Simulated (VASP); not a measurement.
# Al (Fm-3m) in VASP: a series of runs

The runs below take Al through single point, with PBE.

All numbers are computed with VASP 6.6.1; they aren't measurements. Logs are shortened: lines on timing, memory, paths and dates and some standing lists are left out, and cuts for length are marked.

## Step 1: The cell of the first run

It takes space group Fm-3m (No. 225, cubic). The conventional cell has a = 2.978 Å, b = 2.978 Å, c = 2.978 Å, α = 90.00°, β = 90.00°, γ = 90.00°. Within 2.8 Å of Al (site symmetry m-3m) lie 12 Al at 2.11 Å.

## Step 2: Single point, PBE (volume scaled by 0.4)

Input file INCAR:

```
SYSTEM = Al
  ALGO = Normal
  EDIFF = 1E-7
  ENCUT = 520
  GGA = PE
  ISIF = 2
  ISMEAR = -1
  LASPH = .TRUE.
  LCHARG = .FALSE.
  LREAL = .FALSE.
  LWAVE = .FALSE.
  NBANDS = 8
  NELM = 60
  PREC = Accurate
  SIGMA = 0.05
```

Input file KPOINTS:

```
k-points
0
G
  18 18 18
  0 0 0
```

Input file POSCAR:

```
Al
1.0
    0.0000000000      1.4888441880      1.4888441880
    1.4888441880      0.0000000000      1.4888441880
    1.4888441880      1.4888441880      0.0000000000
Al
1
Direct
    0.0000000000      0.0000000000      0.0000000000
```

Potentials or basis: VASP PAW PBE potentials, release 64 (Al).

Run with:

```console
cat potpaw_PBE.64/Al/POTCAR > POTCAR
mpirun -np 1 vasp_std > vasp.out
```

OUTCAR:

```text
SYSTEM = Al
   EDIFF = 1E-7
   ENCUT = 520
   GGA = PE
   ISIF = 2
   ISMEAR = -1
   LASPH = .TRUE.
   LREAL = .FALSE.
   NELM = 60
   PREC = Accurate

 ion  position               nearest neighbor table
   1  0.000  0.000  0.000-

  LATTYP: Found a face centered cubic cell.
 ALAT       =     2.9776883760

  Lattice vectors:

 A1 = (   0.0000000000,   1.4888441880,   1.4888441880)
 A2 = (   1.4888441880,   0.0000000000,   1.4888441880)
 A3 = (   1.4888441880,   1.4888441880,   0.0000000000)

Analysis of symmetry for initial positions (statically):
=====================================================================
 Subroutine PRICEL returns:
 Original cell was already a primitive cell.

 Routine SETGRP: Setting up the symmetry group for a
 face centered cubic supercell.

 Subroutine GETGRP returns: Found 48 space group operations
 (whereof 48 operations were pure point group operations)
 out of a pool of 48 trial point group operations.

The static configuration has the point symmetry O_h .

Analysis of symmetry for dynamics (positions and initial velocities):
=====================================================================
 Subroutine PRICEL returns:
 Original cell was already a primitive cell.

 Routine SETGRP: Setting up the symmetry group for a
 face centered cubic supercell.

 Subroutine GETGRP returns: Found 48 space group operations
 (whereof 48 operations were pure point group operations)
 out of a pool of 48 trial point group operations.

The dynamic configuration has the point symmetry O_h .

 Subroutine INISYM returns: Found 48 space group operations
 (whereof 48 operations are pure point group operations),
 and found     1 'primitive' translations

----------------------------------------------------------------------------------------

                                     Primitive cell

  volume of cell :       6.6005

  direct lattice vectors                    reciprocal lattice vectors
     0.000000000  1.488844188  1.488844188    -0.335830978  0.335830978  0.335830978
     1.488844188  0.000000000  1.488844188     0.335830978 -0.335830978  0.335830978
     1.488844188  1.488844188  0.000000000     0.335830978  0.335830978 -0.335830978

  length of vectors
     2.105543643  2.105543643  2.105543643     0.581676317  0.581676317  0.581676317

  position of ions in fractional coordinates (direct lattice)
     0.000000000  0.000000000  0.000000000

  ion indices of the primitive-cell ions
   primitive index   ion index
                 1           1

----------------------------------------------------------------------------------------

 KPOINTS: k-points

Automatic generation of k-mesh.
 Grid dimensions read from file:
 generate k-points for:   18   18   18

 Generating k-lattice:

  Cartesian coordinates                     Fractional coordinates (reciprocal lattice)
    -0.018657277  0.018657277  0.018657277     0.055555556  0.000000000  0.000000000
     0.018657277 -0.018657277  0.018657277     0.000000000  0.055555556  0.000000000
     0.018657277  0.018657277 -0.018657277     0.000000000  0.000000000  0.055555556

  Length of vectors
     0.032315351  0.032315351  0.032315351

  Shift w.r.t. Gamma in fractional coordinates (k-lattice)
     0.000000000  0.000000000  0.000000000

 Subroutine IBZKPT returns following result:
 ===========================================

 Found    195 irreducible k-points:

 Following reciprocal coordinates:
            Coordinates               Weight
  0.000000  0.000000  0.000000      1.000000
  0.055556  0.000000  0.000000      8.000000
  0.111111  0.000000  0.000000      8.000000
  0.166667  0.000000  0.000000      8.000000
  0.222222  0.000000  0.000000      8.000000
  0.277778  0.000000  0.000000      8.000000
[... 16 lines left out ...]
 -0.277778  0.055556  0.000000     24.000000
 -0.222222  0.055556  0.000000     24.000000
 [... further k-points ...]
   k-points           NKPTS =    195   k-points in BZ     NKDIM =    195   number of bands    NBANDS=      8
   number of dos      NEDOS =    301   number of ions     NIONS =      1
   total plane-waves  NPLWV =   4096
   dimension x,y,z NGX =    16 NGY =   16 NGZ =   16
   dimension x,y,z NGXF=    32 NGYF=   32 NGZF=   32
   ions per type =               1
   NGX,Y,Z   is equivalent  to a cutoff of  12.63, 12.63, 12.63 a.u.
   NGXF,Y,Z  is equivalent  to a cutoff of  25.27, 25.27, 25.27 a.u.
 SYSTEM =  Al
   PREC   = accura    normal or accurate (medium, high low for compatibility)
   ISTART =      0    job   : 0-new  1-cont  2-samecut
   ICHARG =      2    charge: 1-file 2-atom 10-const
   ISPIN  =      1    spin polarized calculation?
   LNONCOLLINEAR =      F non collinear calculations
   LSORBIT =      F    spin-orbit coupling
   LASPH  =      T    aspherical Exc in radial PAW
   ENCUT  =  520.0 eV  38.22 Ry    6.18 a.u.   3.91  3.91  3.91*2*pi/ulx,y,z
   NELM   =     60;   NELMIN=  2; NELMDL= -5     # of ELM steps
   EDIFF  = 0.1E-06   stopping-criterion for ELM
   LREAL  =      F    real-space projection
   EDIFFG = 0.1E-05   stopping-criterion for IOM
   NSW    =      0    number of steps for IOM
   IBRION =     -1    ionic relax: 0-MD 1-quasi-New 2-CG
   NFREE  =      0    steps in history (QN), initial steepest desc. (CG)
   ISIF   =      2    stress and relaxation
   ISYM   =      2    0-nonsym 1-usesym 2-fastsym
   POTIM  = 0.5000    time-step for ionic-motion
   TEBEG  =    0.0;   TEEND  =   0.0 temperature during run
   PSTRESS=    0.0 pullay stress
   NELECT =       3.0000    total number of electrons
   NUPDOWN=      -1.0000    fix difference up-down
   EMIN   =  10.00;   EMAX   =-10.00  energy-range for DOS
   EFERMI =   0.00;   METHOD = LEGACY
   ISMEAR =    -1;   SIGMA  =   0.05  broadening in eV -4-tet -1-fermi 0-gaus
   EFERMI_NEDOS =   21; number of points for ismear=-14 and -15
   IALGO  =     38    algorithm
   IMIX   =      4    mixing-type and parameters
     AMIX     =   0.40;   BMIX     =  1.00
     AMIX_MAG =   1.60;   BMIX_MAG =  1.00
  volume/ion in A,a.u.               =       6.60        44.54
  Fermi-wavevector in a.u.,A,eV,Ry     =   1.258701  2.378600 21.556103  1.584329
  Thomas-Fermi vector in A             =   2.392298
   LORBIT       =      0    0 simple, 1 ext, 2 COOP (PROOUT), +10 PAW based schemes
   GGA     = PE    functional components
   LHFCALC =     F    Hartree Fock is set to
   AEXX    =    0.0000 exact exchange contribution
   IVDW    =     0    specifies the selected vdW correction
   LEPSILON=     F    determine dielectric tensor
   LRPA    =     F    only Hartree local field effects (RPA)
 non-spin polarized calculation
  energy-cutoff  :      520.00
  volume of cell :        6.60
 maximum number of plane-waves:       190
   NGX =  7   NGY =  7   NGZ =  7

 number of electron       3.0000000 magnetization

 Free energy of the ion-electron system (eV)
  ---------------------------------------------------
  ext. energy  EPLUGINS =         0.00000000
  ---------------------------------------------------
  free energy    TOTEN  =         3.04056548 eV

  energy without entropy =        3.04291494  energy(sigma->0) =        3.04174021

 E-fermi :  21.3832     XC(G=0): -14.0994

 val. band max:       21.3626768716   @ k =  -0.2778   0.4444   0.2222
 cond. band min:      21.3838442536   @ k =  -0.4444   0.3333   0.1111
 fundamental gap:      0.0211673819
 Fermi energy:        21.3832466772

 k-point     1 :       0.0000    0.0000    0.0000
  band No.  band energies     occupation
      1       3.0828      2.00000
      2      40.7346      0.00000
      3      40.7346      0.00000
      4      40.7346      0.00000
      5      46.6312      0.00000
      6      51.7837      0.00000
      7      51.7837      0.00000
      8      51.7837      0.00000

 k-point     2 :       0.0556    0.0000    0.0000
  band No.  band energies     occupation
      1       3.2367      2.00000
      2      38.9233      0.00000
      3      40.7068      0.00000
      4      40.7068      0.00000
      5      47.8939      0.00000
      6      51.1948      0.00000
      7      51.1948      0.00000
      8      51.8508      0.00000

 k-point     3 :       0.1111    0.0000    0.0000
  band No.  band energies     occupation
      1       3.6957      2.00000
      2      35.6650      0.00000
      3      40.6062      0.00000
      4      40.6062      0.00000
      5      48.3282      0.00000
      6      50.1417      0.00000
      7      50.1417      0.00000
      8      53.5629      0.00000

 k-point     4 :       0.1667    0.0000    0.0000
  band No.  band energies     occupation
      1       4.4518      2.00000
      2      32.2312      0.00000
      3      40.3947      0.00000
      4      40.3947      0.00000
      5      47.4404      0.00000
      6      49.1771      0.00000
      7      49.1771      0.00000
      8      56.2953      0.00000

 k-point     5 :       0.2222    0.0000    0.0000
  band No.  band energies     occupation
      1       5.4923      2.00000
      2      28.8737      0.00000
      3      40.0502      0.00000
      4      40.0502      0.00000
      5      46.4438      0.00000
      6      48.4774      0.00000
      7      48.4774      0.00000
      8      57.5687      0.00000
[... 177 lines left out ...]
 k-point    22 :      -0.3333    0.0556    0.0000
  band No.  band energies     occupation
      1       9.0434      2.00000
      2      21.7834      0.00067
      3      36.7873      0.00000
      4      39.5569      0.00000
      5      46.2620      0.00000
      6      46.9937      0.00000
      7      48.5585      0.00000
      8      56.9144      0.00000

 k-point    23 :      -0.2778    0.0556    0.0000
  band No.  band energies     occupation
      1       7.4179      2.00000
      2      24.7145      0.00000
      3      37.1270      0.00000
      4      40.3458      0.00000
      5      46.5929      0.00000
      6      46.6690      0.00000
      7      49.1389      0.00000
      8      57.6859      0.00000

 k-point    24 :      -0.2222    0.0556    0.0000
  band No.  band energies     occupation
      1       6.0290      2.00000
      2      27.8265      0.00000
      3      37.5942      0.00000
      4      41.0889      0.00000
      5      46.4275      0.00000
      6      47.2510      0.00000
      7      49.8046      0.00000
      8      57.2250      0.00000

 [... further k-points ...]
[... 5 lines left out ...]
  --------------------------------------------------------------------------------------
  -------------------------------------------------------------------------------------
  Total       19.5033265     19.5033265     19.5033265      0.0000000      0.0000000      0.0000000
  in kB     4734.1447115   4734.1447115   4734.1447115      0.0000000      0.0000000      0.0000000
  external PRESSURE =    4734.1447115 kB  Pullay stress =       0.0000000 kB

 VOLUME and BASIS-vectors are now :
 -----------------------------------------------------------------------------
  energy-cutoff  :      520.00
  volume of cell :        6.60
      direct lattice vectors                 reciprocal lattice vectors
     0.000000000  1.488844188  1.488844188    -0.335830978  0.335830978  0.335830978
     1.488844188  0.000000000  1.488844188     0.335830978 -0.335830978  0.335830978
     1.488844188  1.488844188  0.000000000     0.335830978  0.335830978 -0.335830978

 POSITION                                       TOTAL-FORCE (eV/Angst)
 -----------------------------------------------------------------------------------
      0.00000      0.00000      0.00000         0.000000     -0.000000      0.000000
 -----------------------------------------------------------------------------------
    total drift:                               -0.000000      0.000000      0.000000

  FREE ENERGIE OF THE ION-ELECTRON SYSTEM (eV)
  ---------------------------------------------------
  free  energy   TOTEN  =         3.0405654824 eV

  energy  without entropy=        3.0429149352  energy(sigma->0) =        3.04174021
```

Wall time 9.9 s (1 thread of AMD EPYC 7R43 (Zen 3), shared host); peak memory 0.08 GiB.

Results:

| Item | Value |
| --- | --- |
| Free energy | 3.0406 eV |
| Pressure | 473.4 GPa |

## Step 3: Single point, PBE (volume scaled by 0.5)

Input file INCAR:

```
PREC = Accurate
ENCUT = 520
EDIFF = 1E-6
ISMEAR = -1
SIGMA = 0.05
LREAL = False
LASPH = True
NELM = 80
ALGO = Normal
ISIF = 2
LWAVE = False
LCHARG = False
GGA = PE
NBANDS = 8
```

Input file KPOINTS:

```
regular mesh
0
Gamma
  18 18 18
```

Input file POSCAR:

```
Al
1.0
    0.0000000000      1.6038087834      1.6038087834
    1.6038087834      0.0000000000      1.6038087834
    1.6038087834      1.6038087834      0.0000000000
Al
1
Direct
    0.0000000000      0.0000000000      0.0000000000
```

Potentials or basis: VASP PAW PBE potentials, release 64 (Al).

Run with:

```console
cat potpaw_PBE.64/Al/POTCAR > POTCAR
mpirun -np 1 vasp_std > vasp.out
```

Run time: 13 s. Hardware: 1 thread of AMD EPYC 7R43 (Zen 3), shared host; peak memory 0.08 GiB.

It converged, with:

- Free energy: -0.4258 eV
- Pressure: 232.2 GPa

Levels at points of the mesh, in eV from the Fermi level:
```csv
k point,band 1,band 2,band 3,band 4
"(0.00, 0.00, 0.00)",-16.41,17.48,17.48,17.48
"(0.50, 0.00, 0.00)",-7.25,-5.26,15.49,15.49
"(0.50, 0.50, 0.00)",-4.09,-2.42,5.42,10.52
```

## Step 4: Single point, PBE (volume scaled by 0.5)

Input file INCAR:

```
SYSTEM = Al
PREC = Accurate ; ENCUT = 520
EDIFF = 1E-7 ; ISMEAR = -1
SIGMA = 0.05 ; LREAL = .FALSE.
LASPH = .TRUE. ; NELM = 100
ALGO = Normal ; ISIF = 2
LWAVE = .FALSE. ; LCHARG = .TRUE.
GGA = PE ; LELF = .TRUE.
LVHAR = .TRUE. ; NBANDS = 8
```

Input file KPOINTS:

```
Automatic mesh
0
G
  18 18 18
  0 0 0
```

POSCAR is that of step 3.

Run with:

```console
cat potpaw_PBE.64/Al/POTCAR > POTCAR
mpirun -np 1 vasp_std > vasp.out
```

It took 16 s on 1 thread of AMD EPYC 7R43 (Zen 3), shared host; peak memory 0.08 GiB.

The run converged. Its results:

| Property | Result |
| --- | --- |
| Free energy | -0.4258 eV |
| Pressure | 232.2 GPa |

Levels at points of the mesh, in eV from the Fermi level:
```
           k point  band 1  band 2  band 3  band 4  band 5  band 6
(0.00, 0.00, 0.00)  -16.41   17.48   17.48   17.48   22.78   25.79
(0.50, 0.00, 0.00)   -7.25   -5.26   15.49   15.49   20.81   21.74
(0.50, 0.50, 0.00)   -4.09   -2.42    5.42   10.52   10.52   19.89
```

## Step 5: Single point, PBE (volume scaled by 0.6)

Input file INCAR:

```
  PREC = Accurate
  ENCUT = 520
  EDIFF = 1E-6
  ISMEAR = -1
  SIGMA = 0.05
  LREAL = False
  LASPH = True
  NELM = 100
  ALGO = Normal
  ISIF = 2
  LWAVE = False
  LCHARG = False
  GGA = PE
  NBANDS = 8
```

Input file KPOINTS:

```
regular mesh
0
Gamma
  18 18 18
```

Input file POSCAR:

```
Al
1.0
    0.0000000000      1.7043011470      1.7043011470
    1.7043011470      0.0000000000      1.7043011470
    1.7043011470      1.7043011470      0.0000000000
Al
1
Direct
    0.0000000000      0.0000000000      0.0000000000
```

Run with:

```console
cat potpaw_PBE.64/Al/POTCAR > POTCAR
mpirun -np 1 vasp_std > vasp.out
```

Run time: 13 s. Hardware: 1 thread of AMD EPYC 7R43 (Zen 3), shared host; peak memory 0.08 GiB.

Results (log left out):

- Free energy: -2.1687 eV
- Pressure: 119.2 GPa

Levels at points of the mesh, in eV from the Fermi level:
| k point | band 1 | band 2 | band 3 | band 4 |
| --- | --- | --- | --- | --- |
| (0.00, 0.00, 0.00) | -14.94 | 16.02 | 16.02 | 16.02 |
| (0.50, 0.00, 0.00) | -6.60 | -5.03 | 14.28 | 14.28 |
| (0.50, 0.50, 0.00) | -3.92 | -2.04 | 5.41 | 8.86 |

## Step 6: Summary

```tsv
cell	gap on the mesh (eV)	pressure (GPa)
a = 2.106 Å, angles 60.0°, 1 atom	none	473.4
a = 2.268 Å, angles 60.0°, 1 atom	none	232.2
a = 2.410 Å, angles 60.0°, 1 atom	none	119.2
```

Alike in all rows: task single point; level PBE; potentials or basis VASP PAW PBE potentials, release 64 (Al); no spin polarisation; k mesh 18 × 18 × 18; cutoff (eV) 520; smearing fermi-dirac 0.05 eV.

Absolute energies hang on the potentials; compare differences alone.
